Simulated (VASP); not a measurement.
# LiNbO3 (lda) (R3c) in VASP: relaxation of cell and atoms with LDA

Aim: the relaxation of cell and atoms of LiNbO3 (lda) with LDA.

All numbers are computed with VASP 6.6.1; they aren't measurements. Logs are shortened: lines on timing, memory, paths and dates and some standing lists are left out, and cuts for length are marked.

## 1. The cell of the first run

Symmetry: R3c, No. 161, trigonal system. Conventional cell: a = 5.154 Å, b = 5.154 Å, c = 13.988 Å, α = 90.00°, β = 90.00°, γ = 120.00°. Within 2.7 Å of Li (site symmetry 3) lie 6 O at 2.04 to 2.25 Å. Within 2.5 Å of Nb (site symmetry 3) lie 6 O at 1.90 to 2.15 Å. Within 2.5 Å of O (site symmetry 1) lie 2 Nb at 1.90 to 2.15 Å and 2 Li at 2.04 to 2.25 Å.

## 2. Relaxation of cell and atoms, LDA

File INCAR:

```
SYSTEM = LiNbO3
PREC = Accurate ; ENCUT = 600
EDIFF = 1E-7 ; ISMEAR = 0
SIGMA = 0.1 ; LREAL = .FALSE.
LASPH = .TRUE. ; NELM = 100
ALGO = Normal ; ISIF = 3
LWAVE = .FALSE. ; LCHARG = .FALSE.
GGA = CA ; IBRION = 2
NSW = 100 ; EDIFFG = -0.05
```

File KPOINTS:

```
regular mesh
0
G
  6 6 6
  0 0 0
```

File POSCAR:

```
LiNbO3
1.0
    2.5770834800      1.4878798400      4.6625706200
   -2.5770834800      1.4878798400      4.6625706200
    0.0000000000     -2.9757596800      4.6625706200
Li Nb O
2 2 6
Direct
    0.7054734700      0.7054734700      0.7054734700
    0.2054734700      0.2054734700      0.2054734700
    0.9875072800      0.9875072800      0.9875072800
    0.4875072800      0.4875072800      0.4875072800
    0.8824795800      0.2700917500      0.6208967100
    0.6208967100      0.8824795800      0.2700917500
    0.2700917500      0.6208967100      0.8824795800
    0.7700917500      0.3824795800      0.1208967100
    0.3824795800      0.1208967100      0.7700917500
    0.1208967100      0.7700917500      0.3824795800
```

Potentials or basis: VASP PAW LDA potentials, release 64 (Li_sv, Nb_sv, O).

Run with:

```
$ cat potpaw_LDA.64/Li_sv/POTCAR potpaw_LDA.64/Nb_sv/POTCAR potpaw_LDA.64/O/POTCAR > POTCAR
$ mpirun -np 1 vasp_std > vasp.out
```

OUTCAR:

```text
SYSTEM = LiNbO3
   PREC = Accurate
   ENCUT = 600
   EDIFF = 1E-7
   ISMEAR = 0
   LREAL = .FALSE.
   LASPH = .TRUE.
   NELM = 100
   ISIF = 3
   GGA = CA
   IBRION = 2
   NSW = 100
   EDIFFG = -0.05

 ion  position               nearest neighbor table
   1  0.705  0.705  0.705-  10 2.04   8 2.04   9 2.04   6 2.25   7 2.25   5 2.25
   2  0.205  0.205  0.205-   7 2.04   5 2.04   6 2.04   9 2.25  10 2.25   8 2.25
   3  0.988  0.988  0.988-   6 1.90   5 1.90   7 1.90   9 2.15  10 2.15   8 2.15
   4  0.488  0.488  0.488-   9 1.90   8 1.90  10 1.90   6 2.15   7 2.15   5 2.15
   5  0.882  0.270  0.621-   3 1.90   2 2.04   4 2.15   1 2.25
   6  0.621  0.882  0.270-   3 1.90   2 2.04   4 2.15   1 2.25
   7  0.270  0.621  0.882-   3 1.90   2 2.04   4 2.15   1 2.25
   8  0.770  0.382  0.121-   4 1.90   1 2.04   3 2.15   2 2.25
   9  0.382  0.121  0.770-   4 1.90   1 2.04   3 2.15   2 2.25
  10  0.121  0.770  0.382-   4 1.90   1 2.04   3 2.15   2 2.25

  LATTYP: Found a trigonal (rhomboedric) cell.
 ALAT       =     5.5312485451
 COS(alpha) =     0.5658491840

  Lattice vectors:

 A1 = (   2.5770834800,   1.4878798400,   4.6625706200)
 A2 = (  -2.5770834800,   1.4878798400,   4.6625706200)
 A3 = (   0.0000000000,  -2.9757596800,   4.6625706200)

Analysis of symmetry for initial positions (statically):
=====================================================================
 Subroutine PRICEL returns:
 Original cell was already a primitive cell.

 Routine SETGRP: Setting up the symmetry group for a
 trigonal (rhombohedral) supercell.

 Subroutine GETGRP returns: Found  6 space group operations
 (whereof  3 operations were pure point group operations)
 out of a pool of 12 trial point group operations.

The static configuration has the point symmetry C_3 .
 The point group associated with its full space group is C_3v.

Analysis of symmetry for dynamics (positions and initial velocities):
=====================================================================
 Subroutine PRICEL returns:
 Original cell was already a primitive cell.

 Routine SETGRP: Setting up the symmetry group for a
 trigonal (rhombohedral) supercell.

 Subroutine GETGRP returns: Found  6 space group operations
 (whereof  3 operations were pure point group operations)
 out of a pool of 12 trial point group operations.

The dynamic configuration has the point symmetry C_3 .
 The point group associated with its full space group is C_3v.

 Subroutine INISYM returns: Found  6 space group operations
 (whereof  3 operations are pure point group operations),
 and found     1 'primitive' translations

----------------------------------------------------------------------------------------

                                     Primitive cell

  volume of cell :     107.2687

  direct lattice vectors                    reciprocal lattice vectors
     2.577083480  1.487879840  4.662570620     0.194017774  0.112016214  0.071491321
    -2.577083480  1.487879840  4.662570620    -0.194017774  0.112016214  0.071491321
     0.000000000 -2.975759680  4.662570620     0.000000000 -0.224032428  0.071491321

  length of vectors
     5.531248545  5.531248545  5.531248544     0.235162790  0.235162790  0.235162790

  position of ions in fractional coordinates (direct lattice)
     0.705473470  0.705473470  0.705473470
     0.205473470  0.205473470  0.205473470
     0.987507280  0.987507280  0.987507280
     0.487507280  0.487507280  0.487507280
     0.882479580  0.270091750  0.620896710
     0.620896710  0.882479580  0.270091750
     0.270091750  0.620896710  0.882479580
     0.770091750  0.382479580  0.120896710
     0.382479580  0.120896710  0.770091750
     0.120896710  0.770091750  0.382479580

  ion indices of the primitive-cell ions
   primitive index   ion index
                 1           1
                 2           2
                 3           3
                 4           4
                 5           5
                 6           6
                 7           7
                 8           8
                 9           9
                10          10

----------------------------------------------------------------------------------------

 KPOINTS: regular mesh

Automatic generation of k-mesh.
 Grid dimensions read from file:
 generate k-points for:    6    6    6

 Generating k-lattice:

  Cartesian coordinates                     Fractional coordinates (reciprocal lattice)
     0.032336296  0.018669369  0.011915220     0.166666667 -0.000000000 -0.000000000
    -0.032336296  0.018669369  0.011915220    -0.000000000  0.166666667 -0.000000000
     0.000000000 -0.037338738  0.011915220    -0.000000000 -0.000000000  0.166666667

  Length of vectors
     0.039193798  0.039193798  0.039193798

  Shift w.r.t. Gamma in fractional coordinates (k-lattice)
     0.000000000  0.000000000  0.000000000

 Subroutine IBZKPT returns following result:
 ===========================================

 Found     32 irreducible k-points:

 Following reciprocal coordinates:
            Coordinates               Weight
  0.000000  0.000000  0.000000      1.000000
  0.166667  0.000000  0.000000      6.000000
  0.333333  0.000000  0.000000      6.000000
  0.500000  0.000000  0.000000      3.000000
  0.166667  0.166667  0.000000      6.000000
  0.333333  0.166667  0.000000     12.000000
[... 16 lines left out ...]
  0.500000  0.500000  0.166667      6.000000
 -0.333333  0.500000  0.166667     12.000000
 [... further k-points ...]
   k-points           NKPTS =     32   k-points in BZ     NKDIM =     32   number of bands    NBANDS=     40
   number of dos      NEDOS =    301   number of ions     NIONS =     10
   total plane-waves  NPLWV = 110592
   dimension x,y,z NGX =    48 NGY =   48 NGZ =   48
   dimension x,y,z NGXF=    96 NGYF=   96 NGZF=   96
   ions per type =               2   2   6
   NGX,Y,Z   is equivalent  to a cutoff of  14.43, 14.43, 14.43 a.u.
   NGXF,Y,Z  is equivalent  to a cutoff of  28.85, 28.85, 28.85 a.u.
 SYSTEM =  LiNbO3
   PREC   = accura    normal or accurate (medium, high low for compatibility)
   ISTART =      0    job   : 0-new  1-cont  2-samecut
   ICHARG =      2    charge: 1-file 2-atom 10-const
   ISPIN  =      1    spin polarized calculation?
   LNONCOLLINEAR =      F non collinear calculations
   LSORBIT =      F    spin-orbit coupling
   LASPH  =      T    aspherical Exc in radial PAW
   ENCUT  =  600.0 eV  44.10 Ry    6.64 a.u.  11.05 11.05 11.05*2*pi/ulx,y,z
   NELM   =    100;   NELMIN=  2; NELMDL= -5     # of ELM steps
   EDIFF  = 0.1E-06   stopping-criterion for ELM
   LREAL  =      F    real-space projection
   EDIFFG = -.5E-01   stopping-criterion for IOM
   NSW    =    100    number of steps for IOM
   IBRION =      2    ionic relax: 0-MD 1-quasi-New 2-CG
   NFREE  =      1    steps in history (QN), initial steepest desc. (CG)
   ISIF   =      3    stress and relaxation
   ISYM   =      2    0-nonsym 1-usesym 2-fastsym
   POTIM  = 0.5000    time-step for ionic-motion
   TEBEG  =    0.0;   TEEND  =   0.0 temperature during run
   PSTRESS=    0.0 pullay stress
   NELECT =      68.0000    total number of electrons
   NUPDOWN=      -1.0000    fix difference up-down
   EMIN   =  10.00;   EMAX   =-10.00  energy-range for DOS
   EFERMI =   0.00;   METHOD = LEGACY
   ISMEAR =     0;   SIGMA  =   0.10  broadening in eV -4-tet -1-fermi 0-gaus
   EFERMI_NEDOS =   21; number of points for ismear=-14 and -15
   IALGO  =     38    algorithm
   IMIX   =      4    mixing-type and parameters
     AMIX     =   0.40;   BMIX     =  1.00
     AMIX_MAG =   1.60;   BMIX_MAG =  1.00
  volume/ion in A,a.u.               =      10.73        72.39
  Fermi-wavevector in a.u.,A,eV,Ry     =   1.406329  2.657576 26.909059  1.977760
  Thomas-Fermi vector in A             =   2.528700
   LORBIT       =      0    0 simple, 1 ext, 2 COOP (PROOUT), +10 PAW based schemes
   GGA     = CA    functional components
   LHFCALC =     F    Hartree Fock is set to
   AEXX    =    0.0000 exact exchange contribution
   IVDW    =     0    specifies the selected vdW correction
   LEPSILON=     F    determine dielectric tensor
   LRPA    =     F    only Hartree local field effects (RPA)
 conjugate gradient relaxation of ions
 non-spin polarized calculation
 Gauss-broadening in eV      SIGMA  =   0.10
  energy-cutoff  :      600.00
  volume of cell :      107.27
 maximum number of plane-waves:      3600
 NGX is ok and might be reduce to    48
   NGX = 23   NGY = 23   NGZ = 23

--------------------------------------- Ionic step        1  -------------------------------------------

 number of electron      67.9999998 magnetization

 Free energy of the ion-electron system (eV)
  ---------------------------------------------------
  ext. energy  EPLUGINS =         0.00000000
  ---------------------------------------------------
  free energy    TOTEN  =       -87.42205250 eV

  energy without entropy =      -87.42205250  energy(sigma->0) =      -87.42205250

------------------------ aborting loop because EDIFF is reached ----------------------------------------

  FORCE on cell =-STRESS in cart. coord.  units (eV):
  Direction    XX          YY          ZZ          XY          YZ          ZX
  --------------------------------------------------------------------------------------
  -------------------------------------------------------------------------------------
  Total       -7.5752257     -7.5752256     -7.1356166      0.0000000      0.0000000      0.0000000
  in kB     -113.1444191   -113.1444190   -106.5783692      0.0000000      0.0000000      0.0000000
  external PRESSURE =    -110.9557358 kB  Pullay stress =       0.0000000 kB
[... 249 lines left out ...]
  energy  without entropy=      -87.6405941303  energy(sigma->0) =      -87.64059413

--------------------------------------- Ionic step        7  -------------------------------------------

 number of electron      68.0000002 magnetization

 Free energy of the ion-electron system (eV)
  ---------------------------------------------------
  ext. energy  EPLUGINS =         0.00000000
  ---------------------------------------------------
  free energy    TOTEN  =       -87.64117674 eV

  energy without entropy =      -87.64117674  energy(sigma->0) =      -87.64117674

 E-fermi :   4.2119     XC(G=0): -11.5860

 val. band max:        3.7273041373   @ k =   0.1667   0.1667   0.1667
 cond. band min:       7.1982914739   @ k =   0.0000   0.0000   0.0000
 fundamental gap:      3.4709873367
 Fermi energy:         4.2119423589

 k-point     1 :       0.0000    0.0000    0.0000
  band No.  band energies     occupation
      1     -50.0265      2.00000
      2     -50.0066      2.00000
      3     -37.5264      2.00000
      4     -37.5221      2.00000
      5     -26.5569      2.00000
      6     -26.5569      2.00000
[... 1021 lines left out ...]
     39       8.9711      0.00000
     40       9.1558      0.00000

 [... further k-points ...]
[... 5 lines left out ...]
  --------------------------------------------------------------------------------------
  -------------------------------------------------------------------------------------
  Total       -0.1934854     -0.1934854     -0.2183290      0.0000000     -0.0000000     -0.0000000
  in kB       -3.0557398     -3.0557398     -3.4480970      0.0000000     -0.0000000     -0.0000000
  external PRESSURE =      -3.1865256 kB  Pullay stress =       0.0000000 kB
[... 25 lines left out ...]
  FREE ENERGIE OF THE ION-ELECTRON SYSTEM (eV)
  ---------------------------------------------------
  free  energy   TOTEN  =       -87.6411767418 eV

  energy  without entropy=      -87.6411767418  energy(sigma->0) =      -87.64117674

 reached required accuracy - stopping structural energy minimisation
```

Wall time 17 min (1 thread of Intel Xeon Platinum 8488C (Sapphire Rapids), shared host); peak memory 0.37 GiB.

Results:

- Free energy: -87.6412 eV
- Relaxed volume: 10.14 Å³/atom
- Relaxed cell: a = 5.420 Å, b = 5.420 Å, c = 5.420 Å, α = 55.74°, β = 55.74°, γ = 55.74°
- Space group after relaxing (to 0.05 Å): R3c (No. 161)
- Energy gained by relaxing: 21.9 meV/atom
- Ionic steps: 7
- Pressure after relaxing: -0.3 GPa
- Largest force after relaxing: 0.036 eV/Å
- Band gap on the k mesh: 3.47 eV, indirect (least direct gap 3.49 eV)

Forces in eV/Å, atoms in the order of the input:
```
Li   0.000  0.000  0.002
Li   0.000  0.000  0.002
Nb   0.000  0.000  0.003
Nb   0.000  0.000  0.003
O    0.034 -0.011 -0.002
O   -0.008  0.035 -0.002
O   -0.026 -0.024 -0.002
O   -0.034 -0.011 -0.002
O    0.008  0.035 -0.002
O    0.026 -0.024 -0.002
```

Step by step:
```csv
step,energy change (eV),largest force (eV/Å),pressure (GPa),volume (Å³)
1,0.0000,0.5689,-11.10,107.27
2,0.2453,1.7275,19.05,96.14
3,-0.1910,0.4809,-0.77,102.61
4,-0.1911,0.4941,-0.54,102.52
5,-0.2179,0.1012,0.05,101.47
6,-0.2185,0.0503,0.21,101.28
7,-0.2191,0.0359,-0.32,101.45
```

Final structure:
```
Li Nb O
1.0
     2.53363    1.46279    4.56210
    -2.53363    1.46279    4.56210
     0.00000   -2.92559    4.56210
Li Nb O
2 2 6
Direct
  0.70537 0.70537 0.70537
  0.20537 0.20537 0.20537
  0.98932 0.98932 0.98932
  0.48932 0.48932 0.48932
  0.88057 0.27029 0.62090
  0.62090 0.88057 0.27029
  0.27029 0.62090 0.88057
  0.77029 0.38057 0.12090
  0.38057 0.12090 0.77029
  0.12090 0.77029 0.38057
```

Levels at points of the mesh, in eV from the valence-band top:
| k point | band 31 | band 32 | band 33 | band 34 | band 35 | band 36 | band 37 | band 38 |
| --- | --- | --- | --- | --- | --- | --- | --- | --- |
| (0.00, 0.00, 0.00) | -0.62 | -0.51 | -0.02 | -0.02 | 3.47 | 3.47 | 3.91 | 5.16 |
| (0.50, 0.00, 0.00) | -0.29 | -0.29 | -0.20 | -0.20 | 3.90 | 3.90 | 4.75 | 4.75 |
| (0.50, 0.50, 0.00) | -0.68 | -0.67 | -0.42 | -0.23 | 3.55 | 4.06 | 4.58 | 4.65 |
| (0.50, 0.50, 0.50) | -0.30 | -0.30 | -0.30 | -0.30 | 4.68 | 4.68 | 4.89 | 4.89 |

Caveat: the cutoff is under 1.25 times the usual one of these potentials, so pressure, stress and relaxed cells hold a basis-set (Pulay) error; the relaxation stopped at a loose force limit of 0.05 eV/Å, so its end isn't a converged minimum. A hybrid or GW would open this gap; LDA tends to underestimate it.
